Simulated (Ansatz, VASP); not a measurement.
## Two plane-wave programs on P

```
P
1.0
     5.07918   -0.15300   -0.15163
    -0.15320    5.08022    0.15147
    -0.15467    0.15431    5.07991
P
8
Direct
  0.02215 0.97783 0.97785
  0.97782 0.02215 0.52217
  0.97781 0.52220 0.02218
  0.02220 0.47784 0.47781
  0.47780 0.02215 0.02217
  0.52218 0.97780 0.47785
  0.52218 0.47785 0.97781
  0.47786 0.52218 0.52217
```

Change from the starting cell: cell x8, atoms moved at random (sigma 0.15 Å) and cell strained at random (1.5 %), then relaxed without symmetry.

Alike in both runs: functional PBE; k mesh 4 × 4 × 4; occupations gaussian, width 0.2 eV; no spin polarisation.

Ansatz relaxed the structure, and its values are those at the end. VASP's run is a single point on that final structure, the one shown.

```csv
,VASP,Ansatz
version,VASP 6.6.1,Ansatz 0.2.0
potentials or method,"VASP PAW PBE potentials, release 64 (P), cutoff 520 eV","scalar-relativistic, plane waves, PAW"
valence electrons in the cell,40,40
```

```tsv
	VASP	Ansatz	Ansatz less VASP
gap on the k mesh at the Fermi level (eV)	none	none	-
pressure (GPa)	-0.2	0.1	+0.26
rms of the force components (eV/Å)	0.028	0.003	-0.0254
```

A gap of «none» marks a metal or a gap that the smearing closes.
